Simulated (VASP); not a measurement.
# AlN (Fm-3m) in VASP: notebook

Runs on AlN. Level: PBE. Tasks: single point.

Program: VASP 6.6.1. These are calculated values, not measurements. Logs are shortened: lines on timing, memory, paths and dates and some standing lists are left out, and cuts for length are marked.

## (1) The cell of the first run

Symmetry: Fm-3m, No. 225, cubic system. The conventional cell has a = 4.355 Å, b = 4.355 Å, c = 4.355 Å, α = 90.00°, β = 90.00°, γ = 90.00°. Al (site symmetry m-3m) has 6 N at 2.18 Å within 2.9 Å. Within 2.9 Å of N (site symmetry m-3m) lie 6 Al at 2.18 Å.

## (2) Single point, PBE

The input, INCAR:

```
SYSTEM = AlN
PREC = Accurate
ENCUT = 600
EDIFF = 1E-6
ISMEAR = -1
SIGMA = 0.1
LREAL = .FALSE.
LASPH = .TRUE.
NELM = 120
ALGO = Normal
ISIF = 2
LWAVE = .FALSE.
LCHARG = .FALSE.
GGA = PE
NBANDS = 11
GGA_COMPAT = .FALSE.
```

The input, KPOINTS:

```
regular mesh
0
G
  7 7 7
  0 0 0
```

The input, POSCAR:

```
AlN
1.0
    0.0000000000      2.1777290000      2.1777290000
    2.1777290000      0.0000000000      2.1777290000
    2.1777290000      2.1777290000      0.0000000000
Al N
1 1
Direct
    0.0000000000      0.0000000000      0.0000000000
    0.5000000000      0.5000000000      0.5000000000
```

Potentials or basis: VASP PAW PBE potentials, release 64 (Al, N).

Command:

```
$ cat potpaw_PBE.64/Al/POTCAR potpaw_PBE.64/N/POTCAR > POTCAR
$ mpirun -np 1 vasp_std > vasp.out
```

OUTCAR:

```text
SYSTEM = AlN
   PREC = Accurate
   ENCUT = 600
   EDIFF = 1E-6
   ISMEAR = -1
   LREAL = .FALSE.
   LASPH = .TRUE.
   NELM = 120
   ISIF = 2
   GGA = PE

 ion  position               nearest neighbor table
   1  0.000  0.000  0.000-   2 2.18   2 2.18   2 2.18   2 2.18   2 2.18   2 2.18
   2  0.500  0.500  0.500-   1 2.18   1 2.18   1 2.18   1 2.18   1 2.18   1 2.18

  LATTYP: Found a face centered cubic cell.
 ALAT       =     4.3554580000

  Lattice vectors:

 A1 = (   0.0000000000,   2.1777290000,   2.1777290000)
 A2 = (   2.1777290000,   0.0000000000,   2.1777290000)
 A3 = (   2.1777290000,   2.1777290000,   0.0000000000)

Analysis of symmetry for initial positions (statically):
=====================================================================
 Subroutine PRICEL returns:
 Original cell was already a primitive cell.

 Routine SETGRP: Setting up the symmetry group for a
 face centered cubic supercell.

 Subroutine GETGRP returns: Found 48 space group operations
 (whereof 48 operations were pure point group operations)
 out of a pool of 48 trial point group operations.

The static configuration has the point symmetry O_h .

Analysis of symmetry for dynamics (positions and initial velocities):
=====================================================================
 Subroutine PRICEL returns:
 Original cell was already a primitive cell.

 Routine SETGRP: Setting up the symmetry group for a
 face centered cubic supercell.

 Subroutine GETGRP returns: Found 48 space group operations
 (whereof 48 operations were pure point group operations)
 out of a pool of 48 trial point group operations.

The dynamic configuration has the point symmetry O_h .

 Subroutine INISYM returns: Found 48 space group operations
 (whereof 48 operations are pure point group operations),
 and found     1 'primitive' translations

----------------------------------------------------------------------------------------

                                     Primitive cell

  volume of cell :      20.6558

  direct lattice vectors                    reciprocal lattice vectors
     0.000000000  2.177729000  2.177729000    -0.229596979  0.229596979  0.229596979
     2.177729000  0.000000000  2.177729000     0.229596979 -0.229596979  0.229596979
     2.177729000  2.177729000  0.000000000     0.229596979  0.229596979 -0.229596979

  length of vectors
     3.079773887  3.079773887  3.079773887     0.397673633  0.397673633  0.397673633

  position of ions in fractional coordinates (direct lattice)
     0.000000000  0.000000000  0.000000000
     0.500000000  0.500000000  0.500000000

  ion indices of the primitive-cell ions
   primitive index   ion index
                 1           1
                 2           2

----------------------------------------------------------------------------------------

 KPOINTS: regular mesh

Automatic generation of k-mesh.
 Grid dimensions read from file:
 generate k-points for:    7    7    7

 Generating k-lattice:

  Cartesian coordinates                     Fractional coordinates (reciprocal lattice)
    -0.032799568  0.032799568  0.032799568     0.142857143  0.000000000  0.000000000
     0.032799568 -0.032799568  0.032799568     0.000000000  0.142857143  0.000000000
     0.032799568  0.032799568 -0.032799568     0.000000000  0.000000000  0.142857143

  Length of vectors
     0.056810519  0.056810519  0.056810519

  Shift w.r.t. Gamma in fractional coordinates (k-lattice)
     0.000000000  0.000000000  0.000000000

 Subroutine IBZKPT returns following result:
 ===========================================

 Found     20 irreducible k-points:

 Following reciprocal coordinates:
            Coordinates               Weight
  0.000000  0.000000  0.000000      1.000000
  0.142857  0.000000  0.000000      8.000000
  0.285714  0.000000  0.000000      8.000000
  0.428571  0.000000  0.000000      8.000000
  0.142857  0.142857  0.000000      6.000000
  0.285714  0.142857  0.000000     24.000000
[... 12 lines left out ...]
 -0.428571  0.428571  0.142857     24.000000
 -0.285714  0.428571  0.142857     24.000000
   k-points           NKPTS =     20   k-points in BZ     NKDIM =     20   number of bands    NBANDS=     11
   number of dos      NEDOS =    301   number of ions     NIONS =      2
   total plane-waves  NPLWV =  21952
   dimension x,y,z NGX =    28 NGY =   28 NGZ =   28
   dimension x,y,z NGXF=    56 NGYF=   56 NGZF=   56
   ions per type =               1   1
   NGX,Y,Z   is equivalent  to a cutoff of  15.11, 15.11, 15.11 a.u.
   NGXF,Y,Z  is equivalent  to a cutoff of  30.23, 30.23, 30.23 a.u.
 SYSTEM =  AlN
   PREC   = accura    normal or accurate (medium, high low for compatibility)
   ISTART =      0    job   : 0-new  1-cont  2-samecut
   ICHARG =      2    charge: 1-file 2-atom 10-const
   ISPIN  =      1    spin polarized calculation?
   LNONCOLLINEAR =      F non collinear calculations
   LSORBIT =      F    spin-orbit coupling
   LASPH  =      T    aspherical Exc in radial PAW
   ENCUT  =  600.0 eV  44.10 Ry    6.64 a.u.   6.15  6.15  6.15*2*pi/ulx,y,z
   NELM   =    120;   NELMIN=  2; NELMDL= -5     # of ELM steps
   EDIFF  = 0.1E-05   stopping-criterion for ELM
   LREAL  =      F    real-space projection
   EDIFFG = 0.1E-04   stopping-criterion for IOM
   NSW    =      0    number of steps for IOM
   IBRION =     -1    ionic relax: 0-MD 1-quasi-New 2-CG
   NFREE  =      0    steps in history (QN), initial steepest desc. (CG)
   ISIF   =      2    stress and relaxation
   ISYM   =      2    0-nonsym 1-usesym 2-fastsym
   POTIM  = 0.5000    time-step for ionic-motion
   TEBEG  =    0.0;   TEEND  =   0.0 temperature during run
   PSTRESS=    0.0 pullay stress
   NELECT =       8.0000    total number of electrons
   NUPDOWN=      -1.0000    fix difference up-down
   EMIN   =  10.00;   EMAX   =-10.00  energy-range for DOS
   EFERMI =   0.00;   METHOD = LEGACY
   ISMEAR =    -1;   SIGMA  =   0.10  broadening in eV -4-tet -1-fermi 0-gaus
   EFERMI_NEDOS =   21; number of points for ismear=-14 and -15
   IALGO  =     38    algorithm
   IMIX   =      4    mixing-type and parameters
     AMIX     =   0.40;   BMIX     =  1.00
     AMIX_MAG =   1.60;   BMIX_MAG =  1.00
  volume/ion in A,a.u.               =      10.33        69.70
  Fermi-wavevector in a.u.,A,eV,Ry     =   1.193322  2.255052 19.374934  1.424017
  Thomas-Fermi vector in A             =   2.329339
   LORBIT       =      0    0 simple, 1 ext, 2 COOP (PROOUT), +10 PAW based schemes
   GGA     = PE    functional components
   LHFCALC =     F    Hartree Fock is set to
   AEXX    =    0.0000 exact exchange contribution
   IVDW    =     0    specifies the selected vdW correction
   LEPSILON=     F    determine dielectric tensor
   LRPA    =     F    only Hartree local field effects (RPA)
 non-spin polarized calculation
  energy-cutoff  :      600.00
  volume of cell :       20.66
 maximum number of plane-waves:       701
 NGX is ok and might be reduce to    28
   NGX = 13   NGY = 13   NGZ = 13

 number of electron       8.0000000 magnetization

 Free energy of the ion-electron system (eV)
  ---------------------------------------------------
  ext. energy  EPLUGINS =         0.00000000
  ---------------------------------------------------
  free energy    TOTEN  =       -14.06835162 eV

  energy without entropy =      -14.06835155  energy(sigma->0) =      -14.06835158

 E-fermi :   8.7973     XC(G=0): -11.2825

 val. band max:        7.3254139417   @ k =   0.0000   0.0000   0.0000
 cond. band min:      10.1340640823   @ k =   0.0000   0.0000   0.0000
 fundamental gap:      2.8086501406
 Fermi energy:         8.7973014429

 k-point     1 :       0.0000    0.0000    0.0000
  band No.  band energies     occupation
      1      -8.3818      2.00000
      2       7.3254      2.00000
      3       7.3254      2.00000
      4       7.3254      2.00000
      5      10.1341      0.00000
      6      18.7498      0.00000
      7      18.7498      0.00000
      8      18.7498      0.00000
      9      22.6423      0.00000
     10      22.6423      0.00000
     11      22.6423      0.00000

 k-point     2 :       0.1429    0.0000    0.0000
  band No.  band energies     occupation
      1      -8.0521      2.00000
      2       5.4822      2.00000
      3       7.1694      2.00000
      4       7.1694      2.00000
      5      11.4441      0.00000
      6      17.2930      0.00000
      7      18.8885      0.00000
      8      18.8885      0.00000
      9      20.9570      0.00000
     10      20.9570      0.00000
     11      22.2266      0.00000

 k-point     3 :       0.2857    0.0000    0.0000
  band No.  band energies     occupation
      1      -7.1553      2.00000
      2       2.7260      2.00000
      3       6.8560      2.00000
      4       6.8560      2.00000
      5      12.3000      0.00000
      6      16.8011      0.00000
      7      17.6679      0.00000
      8      17.6679      0.00000
      9      21.4296      0.00000
     10      22.4101      0.00000
     11      22.4101      0.00000

 k-point     4 :       0.4286    0.0000    0.0000
  band No.  band energies     occupation
      1      -6.1415      2.00000
      2       0.6453      2.00000
      3       6.6343      2.00000
      4       6.6343      2.00000
      5      12.1742      0.00000
      6      16.7416      0.00000
      7      16.7416      0.00000
      8      17.3287      0.00000
      9      21.2703      0.00000
     10      24.9962      0.00000
     11      24.9962      0.00000

 k-point     5 :       0.1429    0.1429    0.0000
  band No.  band energies     occupation
      1      -7.9441      2.00000
      2       5.5606      2.00000
      3       6.7882      2.00000
      4       6.7882      2.00000
      5      11.9367      0.00000
      6      16.6149      0.00000
      7      18.1898      0.00000
      8      19.2695      0.00000
      9      19.2695      0.00000
     10      24.0441      0.00000
     11      24.0776      0.00000
[... 155 lines left out ...]
 k-point    17 :       0.4286    0.2857    0.1429
  band No.  band energies     occupation
      1      -6.4611      2.00000
      2       2.5675      2.00000
      3       4.8648      2.00000
      4       6.1522      2.00000
      5      13.5508      0.00000
      6      15.5048      0.00000
      7      15.5426      0.00000
      8      18.8346      0.00000
      9      21.0922      0.00000
     10      25.2539      0.00000
     11      26.6652      0.00000

 k-point    18 :      -0.4286    0.2857    0.1429
  band No.  band energies     occupation
      1      -5.6435      2.00000
      2       1.5204      2.00000
      3       4.0569      2.00000
      4       5.6199      2.00000
      5      13.7168      0.00000
      6      14.7824      0.00000
      7      16.9815      0.00000
      8      18.3352      0.00000
      9      22.5076      0.00000
     10      24.2799      0.00000
     11      27.6486      0.00000

 k-point    19 :      -0.4286    0.4286    0.1429
  band No.  band energies     occupation
      1      -5.3786      2.00000
      2       1.8634      2.00000
      3       4.0939      2.00000
      4       4.6006      2.00000
      5      11.9831      0.00000
      6      14.7537      0.00000
      7      17.4828      0.00000
      8      19.2564      0.00000
      9      21.8495      0.00000
     10      26.6440      0.00000
     11      29.2201      0.00000

 k-point    20 :      -0.2857    0.4286    0.1429
  band No.  band energies     occupation
      1      -5.2267      2.00000
      2       2.5024      2.00000
      3       2.5565      2.00000
      4       4.7278      2.00000
      5      12.9538      0.00000
      6      15.8968      0.00000
      7      17.3584      0.00000
      8      17.9134      0.00000
      9      22.5049      0.00000
     10      24.6128      0.00000
     11      29.3628      0.00000

------------------------ aborting loop because EDIFF is reached ----------------------------------------

  FORCE on cell =-STRESS in cart. coord.  units (eV):
  Direction    XX          YY          ZZ          XY          YZ          ZX
  --------------------------------------------------------------------------------------
  -------------------------------------------------------------------------------------
  Total       -4.3920283     -4.3920283     -4.3920283     -0.0000000      0.0000000      0.0000000
  in kB     -340.6702566   -340.6702566   -340.6702566     -0.0000000      0.0000000      0.0000000
  external PRESSURE =    -340.6702566 kB  Pullay stress =       0.0000000 kB

 VOLUME and BASIS-vectors are now :
 -----------------------------------------------------------------------------
  energy-cutoff  :      600.00
  volume of cell :       20.66
      direct lattice vectors                 reciprocal lattice vectors
     0.000000000  2.177729000  2.177729000    -0.229596979  0.229596979  0.229596979
     2.177729000  0.000000000  2.177729000     0.229596979 -0.229596979  0.229596979
     2.177729000  2.177729000  0.000000000     0.229596979  0.229596979 -0.229596979

 POSITION                                       TOTAL-FORCE (eV/Angst)
 -----------------------------------------------------------------------------------
      0.00000      0.00000      0.00000         0.000000     -0.000000     -0.000000
      2.17773      2.17773      2.17773        -0.000000      0.000000      0.000000
 -----------------------------------------------------------------------------------
    total drift:                                0.000000      0.000000      0.000000

  FREE ENERGIE OF THE ION-ELECTRON SYSTEM (eV)
  ---------------------------------------------------
  free  energy   TOTEN  =       -14.0683516168 eV

  energy  without entropy=      -14.0683515469  energy(sigma->0) =      -14.06835158
```

It took 4.4 s on 1 thread of AMD EPYC 9R45 (Zen 5), shared host; peak memory 0.12 GiB.

Results:

```
Free energy            : -14.0684 eV
Pressure               : -34.1 GPa
Band gap on the k mesh : 2.81 eV, direct
```

A k mesh can miss the band edges. A hybrid or GW would open this gap; PBE tends to underestimate it.

## (3) Single point, PBE

The input, INCAR:

```
  PREC = Accurate
  ENCUT = 600
  EDIFF = 1E-6
  ISMEAR = -1
  SIGMA = 0.1
  LREAL = False
  LASPH = True
  NELM = 120
  ALGO = Normal
  ISIF = 2
  LWAVE = False
  LCHARG = True
  GGA = PE
  LELF = True
  LVHAR = True
  NBANDS = 11
  GGA_COMPAT = False
```

The input, KPOINTS:

```
regular mesh
0
Gamma
  7 7 7
```

POSCAR is that of step 2.

Potentials or basis: VASP PAW PBE potentials, release 64 (Al, N).

Command:

```
$ cat potpaw_PBE.64/Al/POTCAR potpaw_PBE.64/N/POTCAR > POTCAR
$ mpirun -np 1 vasp_std > vasp.out
```

Wall time 4.6 s (1 thread of AMD EPYC 9R45 (Zen 5), shared host); peak memory 0.12 GiB.

The run converged. Its results:

```yaml
Free_energy: -14.0684 eV
Pressure: -34.1 GPa
Band_gap_on_the_k_mesh: 2.81 eV, direct
```

Levels at points of the mesh, in eV from the valence-band top:
```csv
k point,band 2,band 3,band 4,band 5,band 6,band 7
"(0.00, 0.00, 0.00)",0.00,0.00,0.00,2.81,11.42,11.42
```

A k mesh can miss the band edges. Expect the measured gap to be larger: semilocal functionals such as PBE lack the derivative discontinuity.
